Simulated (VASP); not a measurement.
# P (Cmce) in VASP: a series of runs

P is run at these levels: LDA; tasks: single point.

Program: VASP 6.6.1. These are calculated values, not measurements. Logs are shortened: lines on timing, memory, paths and dates and some standing lists are left out, and cuts for length are marked.

## 1. The cell of the first run

Symmetry: Cmce, No. 64, orthorhombic system. Conventional cell: a = 3.228 Å, b = 10.707 Å, c = 4.451 Å, α = 90.00°, β = 90.00°, γ = 90.00°. P (site symmetry m) has 3 P at 2.16 to 2.20 Å within 2.9 Å.

## 2. Single point, LDA

The input, INCAR:

```
SYSTEM = P
  PREC = Accurate
  ENCUT = 520
  EDIFF = 1E-7
  ISMEAR = -1
  SIGMA = 0.05
  LREAL = .False.
  LASPH = .True.
  NELM = 80
  ALGO = Normal
  ISIF = 2
  LWAVE = .False.
  LCHARG = .False.
  NBANDS = 18
```

The input, KPOINTS:

```
regular mesh
0
Gamma
  8 8 6
  0 0 0
```

The input, POSCAR:

```
P
1.0
    1.6141062751     -5.3534750391      0.0000000000
    1.6141062751      5.3534750391      0.0000000000
    0.0000000000      0.0000000000      4.4508823070
P
4
Direct
    0.9041431300      0.0958568700      0.5888151700
    0.0958568700      0.9041431300      0.4111848300
    0.5958568700      0.4041431300      0.0888151700
    0.4041431300      0.5958568700      0.9111848300
```

Potentials or basis: VASP PAW LDA potentials, release 64 (P).

Started as:

```sh
$ cat potpaw_LDA.64/P/POTCAR > POTCAR
$ mpirun -np 1 vasp_std > vasp.out
```

OUTCAR:

```text
SYSTEM = P
   PREC = Accurate
   ENCUT = 520
   EDIFF = 1E-7
   ISMEAR = -1
   LREAL = .False.
   LASPH = .True.
   NELM = 80
   ISIF = 2

 ion  position               nearest neighbor table
   1  0.904  0.096  0.589-   4 2.16   4 2.16   2 2.20
   2  0.096  0.904  0.411-   3 2.16   3 2.16   1 2.20
   3  0.596  0.404  0.089-   2 2.16   2 2.16   4 2.20
   4  0.404  0.596  0.911-   1 2.16   1 2.16   3 2.20

  LATTYP: Found a base centered orthorhombic cell.
 ALAT       =     3.2282125502
 B/A-ratio  =     3.3166806435
 C/A-ratio  =     1.3787451222

  Lattice vectors:

 A1 = (   1.6141062751,  -5.3534750391,   0.0000000000)
 A2 = (   1.6141062751,   5.3534750391,   0.0000000000)
 A3 = (   0.0000000000,   0.0000000000,   4.4508823070)

Analysis of symmetry for initial positions (statically):
=====================================================================
 Subroutine PRICEL returns:
 Original cell was already a primitive cell.

 Routine SETGRP: Setting up the symmetry group for a
 base centered orthorhombic supercell.

 Subroutine GETGRP returns: Found  8 space group operations
 (whereof  4 operations were pure point group operations)
 out of a pool of  8 trial point group operations.

The static configuration has the point symmetry C_2h.
 The point group associated with its full space group is D_2h.

Analysis of symmetry for dynamics (positions and initial velocities):
=====================================================================
 Subroutine PRICEL returns:
 Original cell was already a primitive cell.

 Routine SETGRP: Setting up the symmetry group for a
 base centered orthorhombic supercell.

 Subroutine GETGRP returns: Found  8 space group operations
 (whereof  4 operations were pure point group operations)
 out of a pool of  8 trial point group operations.

The dynamic configuration has the point symmetry C_2h.
 The point group associated with its full space group is D_2h.

 Subroutine INISYM returns: Found  8 space group operations
 (whereof  4 operations are pure point group operations),
 and found     1 'primitive' translations

----------------------------------------------------------------------------------------

                                     Primitive cell

  volume of cell :      76.9208

[... 91 lines left out ...]
   NELM   =     80;   NELMIN=  2; NELMDL= -5     # of ELM steps
   EDIFF  = 0.1E-06   stopping-criterion for ELM
   LREAL  =      F    real-space projection
   EDIFFG = 0.1E-05   stopping-criterion for IOM
   NSW    =      0    number of steps for IOM
   IBRION =     -1    ionic relax: 0-MD 1-quasi-New 2-CG
   NFREE  =      0    steps in history (QN), initial steepest desc. (CG)
   ISIF   =      2    stress and relaxation
   ISYM   =      2    0-nonsym 1-usesym 2-fastsym
   POTIM  = 0.5000    time-step for ionic-motion
   TEBEG  =    0.0;   TEEND  =   0.0 temperature during run
   PSTRESS=    0.0 pullay stress
   NELECT =      20.0000    total number of electrons
   NUPDOWN=      -1.0000    fix difference up-down
   EMIN   =  10.00;   EMAX   =-10.00  energy-range for DOS
   EFERMI =   0.00;   METHOD = LEGACY
   ISMEAR =    -1;   SIGMA  =   0.05  broadening in eV -4-tet -1-fermi 0-gaus
   EFERMI_NEDOS =   21; number of points for ismear=-14 and -15
   IALGO  =     38    algorithm
   IMIX   =      4    mixing-type and parameters
     AMIX     =   0.40;   BMIX     =  1.00
     AMIX_MAG =   1.60;   BMIX_MAG =  1.00
  volume/ion in A,a.u.               =      19.23       129.77
  Fermi-wavevector in a.u.,A,eV,Ry     =   1.044889  1.974554 14.854746  1.091793
  Thomas-Fermi vector in A             =   2.179661
   LORBIT       =      0    0 simple, 1 ext, 2 COOP (PROOUT), +10 PAW based schemes
   GGA     = CA    functional components
   LHFCALC =     F    Hartree Fock is set to
   AEXX    =    0.0000 exact exchange contribution
   IVDW    =     0    specifies the selected vdW correction
   LEPSILON=     F    determine dielectric tensor
   LRPA    =     F    only Hartree local field effects (RPA)
 non-spin polarized calculation
  energy-cutoff  :      520.00
  volume of cell :       76.92
 maximum number of plane-waves:      2095
 NGX is ok and might be reduce to    42
   NGX = 21   NGY = 21   NGZ = 17

 number of electron      19.9999999 magnetization

 Free energy of the ion-electron system (eV)
  ---------------------------------------------------
  ext. energy  EPLUGINS =         0.00000000
  ---------------------------------------------------
  free energy    TOTEN  =       -23.98049675 eV

  energy without entropy =      -23.97946665  energy(sigma->0) =      -23.97998170

 E-fermi :   6.4703     XC(G=0):  -9.9289

 val. band max:        6.4144253665   @ k =   0.5000   0.5000   0.0000
 cond. band min:       6.4893800414   @ k =   0.5000   0.5000   0.0000
 fundamental gap:      0.0749546749
 Fermi energy:         6.4702759296

 k-point     1 :       0.0000    0.0000    0.0000
  band No.  band energies     occupation
      1      -9.8687      2.00000
      2      -6.9094      2.00000
      3      -3.4878      2.00000
      4      -0.7287      2.00000
      5       1.1959      2.00000
      6       1.7303      2.00000
[... 481 lines left out ...]
      5      -0.1789      2.00000
      6       0.3347      2.00000
[... 10 lines left out ...]
     17      12.0209      0.00000
     18      13.2430      0.00000

 [... further k-points ...]

------------------------ aborting loop because EDIFF is reached ----------------------------------------

  FORCE on cell =-STRESS in cart. coord.  units (eV):
  Direction    XX          YY          ZZ          XY          YZ          ZX
  --------------------------------------------------------------------------------------
  -------------------------------------------------------------------------------------
  Total        1.6135598      1.0049636      1.1542551      0.0000000      0.0000000      0.0000000
  in kB       33.6086945     20.9322985     24.0418769      0.0000000      0.0000000      0.0000000
  external PRESSURE =      26.1942900 kB  Pullay stress =       0.0000000 kB

 VOLUME and BASIS-vectors are now :
 -----------------------------------------------------------------------------
  energy-cutoff  :      520.00
  volume of cell :       76.92
      direct lattice vectors                 reciprocal lattice vectors
     1.614106275 -5.353475039  0.000000000     0.309768946 -0.093397279  0.000000000
     1.614106275  5.353475039  0.000000000     0.309768946  0.093397279  0.000000000
     0.000000000  0.000000000  4.450882307     0.000000000  0.000000000  0.224674555

 POSITION                                       TOTAL-FORCE (eV/Angst)
 -----------------------------------------------------------------------------------
      1.61411     -4.32714      2.62075         0.000000      0.464319     -0.513468
      1.61411      4.32714      1.83014         0.000000     -0.464319      0.513468
      1.61411     -1.02633      0.39531         0.000000     -0.464319     -0.513468
      1.61411      1.02633      4.05558         0.000000      0.464319      0.513468
 -----------------------------------------------------------------------------------
    total drift:                               -0.000000     -0.000000      0.000000

  FREE ENERGIE OF THE ION-ELECTRON SYSTEM (eV)
  ---------------------------------------------------
  free  energy   TOTEN  =       -23.9804967461 eV

  energy  without entropy=      -23.9794666497  energy(sigma->0) =      -23.97998170
```

OSZICAR:

```text
N       E                     dE             d eps       ncg     rms          rms(c)
DAV:   1     0.629500079831E+02    0.62950E+02   -0.84449E+03  3024   0.946E+02
DAV:   2    -0.201213202544E+02   -0.83071E+02   -0.79541E+02  4012   0.161E+02
DAV:   3    -0.242580697725E+02   -0.41367E+01   -0.41089E+01  3968   0.360E+01
DAV:   4    -0.243047572349E+02   -0.46687E-01   -0.46651E-01  3916   0.452E+00
DAV:   5    -0.243056193703E+02   -0.86214E-03   -0.86203E-03  3946   0.591E-01    0.116E+01
DAV:   6    -0.240731492918E+02    0.23247E+00   -0.13053E-01  3530   0.183E+00    0.679E+00
DAV:   7    -0.239821443279E+02    0.91005E-01   -0.20501E-01  3574   0.228E+00    0.454E-01
DAV:   8    -0.239804655208E+02    0.16788E-02   -0.22700E-02  3442   0.853E-01    0.203E-01
DAV:   9    -0.239805183237E+02   -0.52803E-04   -0.83017E-04  3818   0.173E-01    0.962E-02
DAV:  10    -0.239804997326E+02    0.18591E-04   -0.16725E-04  3672   0.663E-02    0.383E-02
DAV:  11    -0.239804967356E+02    0.29970E-05   -0.16988E-05  3516   0.254E-02    0.165E-02
DAV:  12    -0.239804967461E+02   -0.10487E-07   -0.98672E-07  4414   0.559E-03
   1 F= -.23980497E+02 E0= -.23979982E+02  d E =-.103010E-02
```

stdout:

```text
POSCAR found type information on POSCAR P
 POSCAR found :  1 types and       4 ions
 scaLAPACK will be used
 LDA part: xc-table for (Slater(with rela. corr.)+CA(PZ))
 , standard interpolation
 POSCAR, INCAR and KPOINTS ok, starting setup
 FFT: planning ... GRIDC
 FFT: planning ... GRID_SOFT
 FFT: planning ... GRID
 WAVECAR not read
 entering main loop
```

It took 55 s on 1 thread of Intel Xeon 6975P-C (Granite Rapids), shared host; peak memory 0.23 GiB.

Results:

```
Free energy            : -23.9805 eV
Pressure               : 2.6 GPa
Largest force          : 0.692 eV/Å
Band gap on the k mesh : 0.07 eV, direct
```

Forces in eV/Å, atoms in the order of the input:
```
P    0.000  0.464 -0.513
P    0.000 -0.464  0.513
P    0.000 -0.464 -0.513
P    0.000  0.464  0.513
```

Stress tensor (GPa, compression positive):
```
3.36 0.00 0.00
0.00 2.09 0.00
0.00 0.00 2.40
```

A k mesh can miss the band edges.

## 3. Single point, LDA

This run uses another cell than the first one, of 19.64 Å³/atom, 1.021 times its volume.

The input, INCAR:

```
ALGO = Normal
EDIFF = 1E-6
ENCUT = 520
GGA = CA
ISIF = 2
ISMEAR = -1
LASPH = True
LCHARG = False
LREAL = False
LWAVE = False
NBANDS = 18
NELM = 60
PREC = Accurate
SIGMA = 0.05
```

The input, KPOINTS:

```
k-points
0
Gamma
  8 8 6
```

The input, POSCAR:

```
P
1.0
    1.6254735952     -5.3911768097      0.0000000000
    1.6254735952      5.3911768097      0.0000000000
    0.0000000000      0.0000000000      4.4822275814
P
4
Direct
    0.9041431300      0.0958568700      0.5888151700
    0.0958568700      0.9041431300      0.4111848300
    0.5958568700      0.4041431300      0.0888151700
    0.4041431300      0.5958568700      0.9111848300
```

Potentials or basis: VASP PAW LDA potentials, release 64 (P).

Started as:

```sh
$ cat potpaw_LDA.64/P/POTCAR > POTCAR
$ mpirun -np 1 vasp_std > vasp.out
```

It took 52 s on 1 thread of Intel Xeon 6975P-C (Granite Rapids), shared host; peak memory 0.22 GiB.

Results (log left out):

```
Free energy            : -23.9980 eV
Pressure               : 0.8 GPa
Largest force          : 0.494 eV/Å
Band gap on the k mesh : 0.06 eV, direct
```

Forces on the atoms (eV/Å):
```
P    0.000  0.310 -0.384
P    0.000 -0.310  0.384
P    0.000 -0.310 -0.384
P    0.000  0.310  0.384
```

Stress tensor (GPa, compression positive):
```
1.00 0.00 0.00
0.00 0.64 0.00
0.00 0.00 0.67
```

Levels at points of the mesh, in eV from the valence-band top:
```tsv
k point	band 7	band 8	band 9	band 10	band 11	band 12	band 13	band 14
(0.00, 0.00, 0.00)	-4.16	-2.94	-2.60	-1.26	0.48	0.95	1.93	2.91
(0.50, 0.00, 0.00)	-3.47	-3.47	-2.70	-2.70	0.58	0.58	1.35	1.35
(0.50, 0.50, 0.00)	-4.26	-2.43	-1.64	0.00	0.06	0.73	2.20	2.80
(0.00, 0.00, 0.50)	-3.34	-3.34	-1.66	-1.66	1.50	1.50	2.94	2.94
(0.50, 0.00, 0.50)	-5.44	-5.44	-1.83	-1.83	1.57	1.57	3.48	3.48
(0.50, 0.50, 0.50)	-2.82	-2.82	-1.98	-1.98	1.40	1.40	2.58	2.58
```

## 4. Single point, LDA

This run uses another cell than the first one, of 20.05 Å³/atom, 1.043 times its volume.

The input, INCAR:

```
ALGO = Normal
EDIFF = 1E-6
ENCUT = 520
GGA = CA
ISIF = 2
ISMEAR = -1
LASPH = T
LCHARG = F
LREAL = F
LWAVE = F
NBANDS = 18
NELM = 60
PREC = Accurate
SIGMA = 0.05
```

KPOINTS is that of step 3.

The input, POSCAR:

```
P
1.0
    1.6366841122     -5.4283585144      0.0000000000
    1.6366841122      5.4283585144      0.0000000000
    0.0000000000      0.0000000000      4.5131404726
P
4
Direct
    0.9041431300      0.0958568700      0.5888151700
    0.0958568700      0.9041431300      0.4111848300
    0.5958568700      0.4041431300      0.0888151700
    0.4041431300      0.5958568700      0.9111848300
```

Potentials or basis: VASP PAW LDA potentials, release 64 (P).

Started as:

```sh
$ cat potpaw_LDA.64/P/POTCAR > POTCAR
$ mpirun -np 1 vasp_std > vasp.out
```

OUTCAR:

```text
EDIFF = 1E-6
   ENCUT = 520
   GGA = CA
   ISIF = 2
   ISMEAR = -1
   LASPH = T
   LREAL = F
   NELM = 60
   PREC = Accurate

 ion  position               nearest neighbor table
   1  0.904  0.096  0.589-   4 2.19   4 2.19   2 2.23
   2  0.096  0.904  0.411-   3 2.19   3 2.19   1 2.23
   3  0.596  0.404  0.089-   2 2.19   2 2.19   4 2.23
   4  0.404  0.596  0.911-   1 2.19   1 2.19   3 2.23

  LATTYP: Found a base centered orthorhombic cell.
 ALAT       =     3.2733682244
 B/A-ratio  =     3.3166806435
 C/A-ratio  =     1.3787451222

  Lattice vectors:

 A1 = (   1.6366841122,  -5.4283585144,   0.0000000000)
 A2 = (   1.6366841122,   5.4283585144,   0.0000000000)
 A3 = (   0.0000000000,   0.0000000000,   4.5131404726)

Analysis of symmetry for initial positions (statically):
=====================================================================
 Subroutine PRICEL returns:
 Original cell was already a primitive cell.

[... 166 lines left out ...]
 Free energy of the ion-electron system (eV)
  ---------------------------------------------------
  ext. energy  EPLUGINS =         0.00000000
  ---------------------------------------------------
  free energy    TOTEN  =       -23.99766434 eV

  energy without entropy =      -23.99690933  energy(sigma->0) =      -23.99728683

 E-fermi :   6.0189     XC(G=0):  -9.7593

 val. band max:        5.9968380005   @ k =   0.5000   0.5000   0.0000
 cond. band min:       6.0375489244   @ k =   0.5000   0.5000   0.0000
 fundamental gap:      0.0407109239
 Fermi energy:         6.0188739602

 k-point     1 :       0.0000    0.0000    0.0000
  band No.  band energies     occupation
      1      -9.9667      2.00000
      2      -7.1453      2.00000
      3      -3.8300      2.00000
      4      -0.9293      2.00000
      5       0.9620      2.00000
      6       1.1417      2.00000
[... 481 lines left out ...]
      5      -0.4061      2.00000
      6       0.0556      2.00000
[... 10 lines left out ...]
     17      11.4781      0.00000
     18      12.7118      0.00000

 [... further k-points ...]
[... 5 lines left out ...]
  --------------------------------------------------------------------------------------
  -------------------------------------------------------------------------------------
  Total       -0.5498670     -0.3328302     -0.4389864      0.0000000      0.0000000      0.0000000
  in kB      -10.9856557     -6.6495313     -8.7703999      0.0000000      0.0000000      0.0000000
  external PRESSURE =      -8.8018623 kB  Pullay stress =       0.0000000 kB

 VOLUME and BASIS-vectors are now :
 -----------------------------------------------------------------------------
  energy-cutoff  :      520.00
  volume of cell :       80.19
      direct lattice vectors                 reciprocal lattice vectors
     1.636684112 -5.428358514  0.000000000     0.305495725 -0.092108876  0.000000000
     1.636684112  5.428358514  0.000000000     0.305495725  0.092108876  0.000000000
     0.000000000  0.000000000  4.513140473     0.000000000  0.000000000  0.221575199

 POSITION                                       TOTAL-FORCE (eV/Angst)
 -----------------------------------------------------------------------------------
      1.63668     -4.38767      2.65741         0.000000      0.166814     -0.264389
      1.63668      4.38767      1.85573         0.000000     -0.166814      0.264389
      1.63668     -1.04069      0.40084         0.000000     -0.166814     -0.264389
      1.63668      1.04069      4.11231         0.000000      0.166814      0.264389
 -----------------------------------------------------------------------------------
    total drift:                               -0.000000     -0.000000      0.000000

  FREE ENERGIE OF THE ION-ELECTRON SYSTEM (eV)
  ---------------------------------------------------
  free  energy   TOTEN  =       -23.9976643391 eV

  energy  without entropy=      -23.9969093260  energy(sigma->0) =      -23.99728683
```

stdout:

```text
POSCAR found type information on POSCAR P
 POSCAR found :  1 types and       4 ions
 scaLAPACK will be used
 LDA part: xc-table for (Slater(with rela. corr.)+CA(PZ))
 , standard interpolation
 POSCAR, INCAR and KPOINTS ok, starting setup
 FFT: planning ... GRIDC
 FFT: planning ... GRID_SOFT
 FFT: planning ... GRID
 WAVECAR not read
 entering main loop
```

Wall time 53 s (1 thread of Intel Xeon 6975P-C (Granite Rapids), shared host); peak memory 0.23 GiB.

What came out:

* Free energy: -23.9977 eV
* Pressure: -0.9 GPa
* Largest force: 0.313 eV/Å
* Band gap on the k mesh: 0.04 eV, direct

Forces in eV/Å, atoms in the order of the input:
```
P    0.000  0.167 -0.264
P    0.000 -0.167  0.264
P    0.000 -0.167 -0.264
P    0.000  0.167  0.264
```

Levels at points of the mesh, in eV from the valence-band top:
```
           k point  band 7  band 8  band 9  band 10  band 11  band 12  band 13  band 14
(0.00, 0.00, 0.00)   -4.12   -2.90   -2.60    -1.25     0.48     0.93     1.87     2.84
(0.50, 0.00, 0.00)   -3.44   -3.44   -2.69    -2.69     0.56     0.56     1.35     1.35
(0.50, 0.50, 0.00)   -4.22   -2.43   -1.63     0.00     0.04     0.70     2.11     2.72
(0.00, 0.00, 0.50)   -3.32   -3.32   -1.67    -1.67     1.42     1.42     2.88     2.88
(0.50, 0.00, 0.50)   -5.39   -5.39   -1.83    -1.83     1.56     1.56     3.41     3.41
(0.50, 0.50, 0.50)   -2.81   -2.81   -1.99    -1.99     1.36     1.36     2.51     2.51
```

[end of part 1 of 2]
